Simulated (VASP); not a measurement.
Runs of VASP 6.6.1 on Tl. The structure is that of space group Im-3m (No. 229), or close to it. The cells are those of the table. 

| cell | k mesh | gap on the mesh (eV) | pressure (GPa) |
| --- | --- | --- | --- |
| a = 3.406 Å, angles 109.5°, 1 atom | 12 × 12 × 12 | none | 2.2 |
| a = 3.455 Å, angles 109.5°, 1 atom | 12 × 12 × 12 | none | 0.9 |
| a = 3.356 Å, angles 109.5°, 1 atom | 12 × 12 × 12 | none | (a) |
| a = 3.593 Å, angles 109.5°, 1 atom | 12 × 12 × 12 | none | -1.4 |
| a = 3.548 Å, angles 109.5°, 1 atom | 12 × 12 × 12 | none | -0.8 |
| a = 3.502 Å, angles 109.5°, 1 atom | 18 × 18 × 18 | none | -0.1 |
| a = 3.502 Å, angles 109.5°, 1 atom | 12 × 12 × 12 | none | -0.1 |
| a = 3.637 Å, angles 109.5°, 1 atom | 12 × 12 × 12 | none | (b) |

Alike in all rows: task single point; level revPBE; potentials or basis VASP PAW PBE potentials, release 64 (Tl_d); no spin polarisation; cutoff (eV) 520; smearing fermi-dirac 0.1 eV.

Problem. Fill in the values left out.

Solution. (a) 3.8; (b) -1.8.

Caveats: the PAW data sets were made with another functional, which shifts forces and pressure a little; spin-orbit coupling is left out, which moves the levels of the heavy elements.

A k mesh can miss the band edges, and the runs leave out spin-orbit coupling on Tl.

A gap of «none» marks levels without a gap at the run's occupations.
